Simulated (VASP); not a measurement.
# CdSe (F-43m) in VASP: notebook

CdSe is run at these levels: PBE; tasks: single point.

Everything below comes from runs of VASP 6.6.1. Logs are shortened: lines on timing, memory, paths and dates and some standing lists are left out, and cuts for length are marked.

## (1) The cell of the first run

It takes space group F-43m (No. 216, cubic). Conventional cell: a = 6.197 Å, b = 6.197 Å, c = 6.197 Å, α = 90.00°, β = 90.00°, γ = 90.00°. Cd (site symmetry -43m) has 4 Se at 2.68 Å within 3.5 Å. Within 3.5 Å of Se (site symmetry -43m) lie 4 Cd at 2.68 Å.

## (2) Single point, PBE

INCAR

```
SYSTEM = CdSe
PREC = Accurate
ENCUT = 520
EDIFF = 1E-7
ISMEAR = 0
SIGMA = 0.02
LREAL = .False.
LASPH = .True.
NELM = 100
ALGO = Normal
ISIF = 2
LWAVE = .False.
LCHARG = .True.
GGA = PE
LELF = .True.
LVHAR = .True.
NBANDS = 16
```

KPOINTS

```
Automatic mesh
0
Gamma
  10 10 10
  0 0 0
```

POSCAR

```
CdSe
1.0
    0.0000000000      3.0984146279      3.0984146279
    3.0984146279      0.0000000000      3.0984146279
    3.0984146279      3.0984146279      0.0000000000
Cd Se
1 1
Direct
    0.0000000000      0.0000000000      0.0000000000
    0.2500000000      0.2500000000      0.2500000000
```

Potentials or basis: VASP PAW PBE potentials, release 64 (Cd, Se).

Launch:

```console
$ cat potpaw_PBE.64/Cd/POTCAR potpaw_PBE.64/Se/POTCAR > POTCAR
$ mpirun -np 1 vasp_std > vasp.out
```

OUTCAR:

```text
SYSTEM = CdSe
   PREC = Accurate
   ENCUT = 520
   EDIFF = 1E-7
   ISMEAR = 0
   LREAL = .False.
   LASPH = .True.
   NELM = 100
   ISIF = 2
   GGA = PE

 ion  position               nearest neighbor table
   1  0.000  0.000  0.000-   2 2.68   2 2.68   2 2.68   2 2.68
   2  0.250  0.250  0.250-   1 2.68   1 2.68   1 2.68   1 2.68

  LATTYP: Found a face centered cubic cell.
 ALAT       =     6.1968292558

  Lattice vectors:

 A1 = (   0.0000000000,   3.0984146279,   3.0984146279)
 A2 = (   3.0984146279,   0.0000000000,   3.0984146279)
 A3 = (   3.0984146279,   3.0984146279,   0.0000000000)

Analysis of symmetry for initial positions (statically):
=====================================================================
 Subroutine PRICEL returns:
 Original cell was already a primitive cell.

 Routine SETGRP: Setting up the symmetry group for a
 face centered cubic supercell.

 Subroutine GETGRP returns: Found 24 space group operations
 (whereof 24 operations were pure point group operations)
 out of a pool of 48 trial point group operations.

The static configuration has the point symmetry T_d .

Analysis of symmetry for dynamics (positions and initial velocities):
=====================================================================
 Subroutine PRICEL returns:
 Original cell was already a primitive cell.

 Routine SETGRP: Setting up the symmetry group for a
 face centered cubic supercell.

 Subroutine GETGRP returns: Found 24 space group operations
 (whereof 24 operations were pure point group operations)
 out of a pool of 48 trial point group operations.

The dynamic configuration has the point symmetry T_d .

 Subroutine INISYM returns: Found 24 space group operations
 (whereof 24 operations are pure point group operations),
 and found     1 'primitive' translations

----------------------------------------------------------------------------------------

                                     Primitive cell

  volume of cell :      59.4906

  direct lattice vectors                    reciprocal lattice vectors
     0.000000000  3.098414628  3.098414628    -0.161372850  0.161372850  0.161372850
     3.098414628  0.000000000  3.098414628     0.161372850 -0.161372850  0.161372850
     3.098414628  3.098414628  0.000000000     0.161372850  0.161372850 -0.161372850

  length of vectors
     4.381819989  4.381819989  4.381819989     0.279505976  0.279505976  0.279505976

  position of ions in fractional coordinates (direct lattice)
[... 79 lines left out ...]
   EDIFF  = 0.1E-06   stopping-criterion for ELM
   LREAL  =      F    real-space projection
   EDIFFG = 0.1E-05   stopping-criterion for IOM
   NSW    =      0    number of steps for IOM
   IBRION =     -1    ionic relax: 0-MD 1-quasi-New 2-CG
   NFREE  =      0    steps in history (QN), initial steepest desc. (CG)
   ISIF   =      2    stress and relaxation
   ISYM   =      2    0-nonsym 1-usesym 2-fastsym
   POTIM  = 0.5000    time-step for ionic-motion
   TEBEG  =    0.0;   TEEND  =   0.0 temperature during run
   PSTRESS=    0.0 pullay stress
   NELECT =      18.0000    total number of electrons
   NUPDOWN=      -1.0000    fix difference up-down
   EMIN   =  10.00;   EMAX   =-10.00  energy-range for DOS
   EFERMI =   0.00;   METHOD = LEGACY
   ISMEAR =     0;   SIGMA  =   0.02  broadening in eV -4-tet -1-fermi 0-gaus
   EFERMI_NEDOS =   21; number of points for ismear=-14 and -15
   IALGO  =     38    algorithm
   IMIX   =      4    mixing-type and parameters
     AMIX     =   0.40;   BMIX     =  1.00
     AMIX_MAG =   1.60;   BMIX_MAG =  1.00
  volume/ion in A,a.u.               =      29.75       200.73
  Fermi-wavevector in a.u.,A,eV,Ry     =   1.099047  2.076897 16.434526  1.207904
  Thomas-Fermi vector in A             =   2.235435
   LORBIT       =      0    0 simple, 1 ext, 2 COOP (PROOUT), +10 PAW based schemes
   GGA     = PE    functional components
   LHFCALC =     F    Hartree Fock is set to
   AEXX    =    0.0000 exact exchange contribution
   IVDW    =     0    specifies the selected vdW correction
   LEPSILON=     F    determine dielectric tensor
   LRPA    =     F    only Hartree local field effects (RPA)
 non-spin polarized calculation
 Gauss-broadening in eV      SIGMA  =   0.02
  energy-cutoff  :      520.00
  volume of cell :       59.49
 maximum number of plane-waves:      1639
 NGX is ok and might be reduce to    36
   NGX = 17   NGY = 17   NGZ = 17

 number of electron      18.0000000 magnetization

 Free energy of the ion-electron system (eV)
  ---------------------------------------------------
  ext. energy  EPLUGINS =         0.00000000
  ---------------------------------------------------
  free energy    TOTEN  =        -5.49992513 eV

  energy without entropy =       -5.49992513  energy(sigma->0) =       -5.49992513

 E-fermi :   0.6255     XC(G=0):  -8.6335

 val. band max:        0.5127766914   @ k =   0.0000   0.0000   0.0000
 cond. band min:       1.0057350809   @ k =   0.0000   0.0000   0.0000
 fundamental gap:      0.4929583895
 Fermi energy:         0.6255346591

 k-point     1 :       0.0000    0.0000    0.0000
  band No.  band energies     occupation
      1     -11.7827      2.00000
      2      -7.2487      2.00000
      3      -7.2487      2.00000
      4      -7.2487      2.00000
      5      -6.9314      2.00000
      6      -6.9314      2.00000
[... 433 lines left out ...]
      3      -7.0834      2.00000
      4      -7.0375      2.00000
      5      -6.8938      2.00000
      6      -6.7794      2.00000
[... 8 lines left out ...]
     15      12.5869      0.00000
     16      13.8680      0.00000

 [... further k-points ...]

------------------------ aborting loop because EDIFF is reached ----------------------------------------

  FORCE on cell =-STRESS in cart. coord.  units (eV):
  Direction    XX          YY          ZZ          XY          YZ          ZX
  --------------------------------------------------------------------------------------
  -------------------------------------------------------------------------------------
  Total        0.0847350      0.0847350      0.0847350      0.0000000      0.0000000      0.0000000
  in kB        2.2820471      2.2820471      2.2820471      0.0000000      0.0000000      0.0000000
  external PRESSURE =       2.2820471 kB  Pullay stress =       0.0000000 kB

 VOLUME and BASIS-vectors are now :
 -----------------------------------------------------------------------------
  energy-cutoff  :      520.00
  volume of cell :       59.49
      direct lattice vectors                 reciprocal lattice vectors
     0.000000000  3.098414628  3.098414628    -0.161372850  0.161372850  0.161372850
     3.098414628  0.000000000  3.098414628     0.161372850 -0.161372850  0.161372850
     3.098414628  3.098414628  0.000000000     0.161372850  0.161372850 -0.161372850

 POSITION                                       TOTAL-FORCE (eV/Angst)
 -----------------------------------------------------------------------------------
      0.00000      0.00000      0.00000         0.000000     -0.000000      0.000000
      1.54921      1.54921      1.54921        -0.000000      0.000000     -0.000000
 -----------------------------------------------------------------------------------
    total drift:                               -0.000000     -0.000000     -0.000000

  FREE ENERGIE OF THE ION-ELECTRON SYSTEM (eV)
  ---------------------------------------------------
  free  energy   TOTEN  =        -5.4999251340 eV

  energy  without entropy=       -5.4999251340  energy(sigma->0) =       -5.49992513
```

OSZICAR:

```text
N       E                     dE             d eps       ncg     rms          rms(c)
DAV:   1     0.107764178506E+03    0.10776E+03   -0.86375E+03  1512   0.997E+02
DAV:   2    -0.173987327788E+01   -0.10950E+03   -0.10389E+03  1808   0.247E+02
DAV:   3    -0.586622576273E+01   -0.41264E+01   -0.41187E+01  1776   0.500E+01
DAV:   4    -0.588402640725E+01   -0.17801E-01   -0.17800E-01  1896   0.328E+00
DAV:   5    -0.588414017378E+01   -0.11377E-03   -0.11377E-03  1880   0.230E-01    0.553E+00
DAV:   6    -0.551928092087E+01    0.36486E+00   -0.55855E-01  2200   0.852E+00    0.447E+00
DAV:   7    -0.549868677016E+01    0.20594E-01   -0.13532E-01  1768   0.243E+00    0.197E+00
DAV:   8    -0.549958062454E+01   -0.89385E-03   -0.12130E-02  1720   0.131E+00    0.241E-01
DAV:   9    -0.549980398123E+01   -0.22336E-03   -0.13385E-03  1864   0.447E-01    0.490E-02
DAV:  10    -0.549987285380E+01   -0.68873E-04   -0.14706E-04  1912   0.147E-01    0.443E-02
DAV:  11    -0.549992470958E+01   -0.51856E-04   -0.84463E-05  1824   0.572E-02    0.174E-02
DAV:  12    -0.549992448699E+01    0.22259E-06   -0.13729E-06  1800   0.124E-02    0.869E-03
DAV:  13    -0.549992514997E+01   -0.66298E-06   -0.20339E-06  1912   0.775E-03    0.325E-03
DAV:  14    -0.549992513402E+01    0.15949E-07   -0.78043E-08  1480   0.181E-03
   1 F= -.54999251E+01 E0= -.54999251E+01  d E =-.531037E-18
```

stdout:

```text
POSCAR found type information on POSCAR CdSe
 POSCAR found :  2 types and       2 ions
 scaLAPACK will be used
 LDA part: xc-table for (Slater+PW92), standard interpolation
 POSCAR, INCAR and KPOINTS ok, starting setup
 FFT: planning ... GRIDC
 FFT: planning ... GRID_SOFT
 FFT: planning ... GRID
 WAVECAR not read
 entering main loop
```

Run time: 96 s. Hardware: 1 thread of AMD EPYC 7R13, shared host; peak memory 0.2 GiB.

Results:

```yaml
Free_energy: -5.4999 eV
Pressure: 0.2 GPa
Band_gap_on_the_k_mesh: 0.49 eV, direct
```

Levels at points of the mesh, in eV from the valence-band top:
| k point | band 7 | band 8 | band 9 | band 10 | band 11 | band 12 |
| --- | --- | --- | --- | --- | --- | --- |
| (0.00, 0.00, 0.00) | 0.00 | 0.00 | 0.00 | 0.49 | 5.93 | 5.93 |
| (0.50, 0.00, 0.00) | -4.07 | -0.67 | -0.67 | 2.32 | 6.43 | 6.43 |
| (0.50, 0.50, 0.00) | -3.83 | -1.67 | -1.67 | 3.24 | 3.69 | 8.86 |

PBE gaps usually lie below the measured ones, often by a third to a half.

## (3) Single point, PBE

INCAR

```
  PREC = Accurate
  ENCUT = 520
  EDIFF = 1E-7
  ISMEAR = 0
  SIGMA = 0.02
  LREAL = False
  LASPH = True
  NELM = 60
  ALGO = Normal
  ISIF = 2
  LWAVE = False
  LCHARG = True
  GGA = PE
  LELF = True
  LVHAR = True
  NBANDS = 16
```

KPOINTS

```
regular mesh
0
Gamma
  10 10 10
```

POSCAR is that of step 2.

Potentials or basis: VASP PAW PBE potentials, release 64 (Cd, Se).

Launch:

```console
$ cat potpaw_PBE.64/Cd/POTCAR potpaw_PBE.64/Se/POTCAR > POTCAR
$ mpirun -np 1 vasp_std > vasp.out
```

Wall time 1.7 min (1 thread of AMD EPYC 7R13, shared host); peak memory 0.2 GiB.

The run converged. Its results:

* Free energy: -5.4999 eV
* Pressure: 0.2 GPa
* Band gap on the k mesh: 0.49 eV, direct

Levels at points of the mesh, in eV from the valence-band top:
| k point | band 7 | band 8 | band 9 | band 10 | band 11 | band 12 |
| --- | --- | --- | --- | --- | --- | --- |
| (0.00, 0.00, 0.00) | 0.00 | 0.00 | 0.00 | 0.49 | 5.93 | 5.93 |
| (0.50, 0.00, 0.00) | -4.07 | -0.67 | -0.67 | 2.32 | 6.43 | 6.43 |
| (0.50, 0.50, 0.00) | -3.83 | -1.67 | -1.67 | 3.24 | 3.69 | 8.86 |

As with any semilocal functional, this PBE gap is likely too small.

## (4) Single point, PBE (volume scaled by 1.03)

INCAR

```
SYSTEM = CdSe
PREC = Accurate ; ENCUT = 520
EDIFF = 1E-7 ; ISMEAR = 0
SIGMA = 0.02 ; LREAL = .False.
LASPH = .True. ; NELM = 80
ALGO = Normal ; ISIF = 2
LWAVE = .False. ; LCHARG = .False.
GGA = PE ; NBANDS = 16
```

KPOINTS

```
regular mesh
0
Gamma
  10 10 10
  0 0 0
```

POSCAR

```
CdSe
1.0
    0.0000000000      3.1290939957      3.1290939957
    3.1290939957      0.0000000000      3.1290939957
    3.1290939957      3.1290939957      0.0000000000
Cd Se
1 1
Direct
    0.0000000000      0.0000000000      0.0000000000
    0.2500000000      0.2500000000      0.2500000000
```

Launch:

```console
$ cat potpaw_PBE.64/Cd/POTCAR potpaw_PBE.64/Se/POTCAR > POTCAR
$ mpirun -np 1 vasp_std > vasp.out
```

Run time: 1.8 min. Hardware: 1 thread of AMD EPYC 7R13, shared host; peak memory 0.2 GiB.

Results (log left out):

| Property | Result |
| --- | --- |
| Free energy | -5.4953 eV |
| Pressure | -1.0 GPa |
| Band gap on the k mesh | 0.43 eV, direct |

Levels at points of the mesh, in eV from the valence-band top:
| k point | band 6 | band 7 | band 8 | band 9 | band 10 | band 11 | band 12 | band 13 |
| --- | --- | --- | --- | --- | --- | --- | --- | --- |
| (0.00, 0.00, 0.00) | -7.39 | 0.00 | 0.00 | 0.00 | 0.43 | 5.92 | 5.92 | 5.92 |
| (0.50, 0.00, 0.00) | -7.16 | -3.92 | -0.64 | -0.64 | 2.28 | 6.41 | 6.41 | 7.16 |
| (0.50, 0.50, 0.00) | -7.11 | -3.71 | -1.58 | -1.58 | 3.29 | 3.65 | 8.73 | 9.71 |

(Continued in part 2 of 3.)
